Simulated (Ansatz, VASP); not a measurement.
One calculation of Y2SiF2, two programs

Contents of INCAR:

```
PREC = Accurate
ENCUT = 910
EDIFF = 1E-7
ISMEAR = 0
SIGMA = 0.1
LREAL = False
LASPH = True
NELM = 120
ALGO = Normal
ISIF = 3
LWAVE = False
LCHARG = False
GGA = PE
IBRION = 2
NSW = 90
EDIFFG = -0.04
GGA_COMPAT = False
NELMIN = 4
```

File KPOINTS:

```
Automatic mesh
0
Gamma
  4 4 4
```

POSCAR

```
Y2SiF2
1.0
    3.8096786900      0.0000000000      0.0000000000
    0.0000000000      3.8096786900      0.0000000000
    0.0000000000      0.0000000000      6.2642987800
Y Si F
2 1 2
Direct
    0.5000000000      0.0000000000      0.1254274600
    0.0000000000      0.5000000000      0.1254274600
    0.5000000000      0.5000000000      0.5388014900
    0.0000000000      0.0000000000      0.4127107100
    0.5000000000      0.5000000000      0.2739013300
```

Input for Ansatz:

```yaml
crystal:
  lattice:
    - [3.80967869, 0.0, 0.0]
    - [0.0, 3.80967869, 0.0]
    - [0.0, 0.0, 6.26429878]
  atoms:
    - { symbol: "Y", position: [0.5, 0.0, 0.12542746] }
    - { symbol: "Y", position: [0.0, 0.5, 0.12542746] }
    - { symbol: Si, position: [0.5, 0.5, 0.53880149] }
    - { symbol: F, position: [0.0, 0.0, 0.41271071] }
    - { symbol: F, position: [0.5, 0.5, 0.27390133] }
basis:
  ecutwfc: 420
kpoints:
  mp_grid: { grid: [4, 4, 4] }
hamiltonian:
  xc: pbe
scf:
  occupations: { method: gaussian, width: 0.1 }
  lower_state_search: "off"
output:
  forces: true
  stress: true
  eigenvalues: true
relax:
  adjacent_minimum: "off"
  f_tol: 0.04
  max_steps: 70
  cell: { stress_tol: 0.4 }
```

Alike in both runs: task relaxation of cell and atoms; functional PBE; k mesh 4 × 4 × 4; occupations gaussian, width 0.1 eV; no spin polarisation.

```csv
,VASP,Ansatz
version,VASP 6.6.1,Ansatz 0.2.0
potentials or method,"VASP PAW PBE potentials, release 64 (Y_sv, Si, F_h), cutoff 910 eV","scalar-relativistic, plane waves, PAW"
valence electrons in the cell,40,40
```

|  | VASP | Ansatz | Ansatz less VASP |
| --- | --- | --- | --- |
| gap on the k mesh at the Fermi level, each at its own relaxed structure (eV) | none | none | - |
| relaxed volume (Å³/atom) | 20.40 | 21.59 | +1.185 |
| relaxed cell length with the largest relative difference (Å) | 4.564 | 4.783 | +0.2188 |

A gap of «none» marks a metal or a gap that the smearing closes. One of these differences is far larger than is usual between the two programs; its cause wasn't traced.

The k mesh is coarse, so the values compare programs but aren't converged. Noted on VASP's run: the cutoff is short for stress, so the pressure is rough.
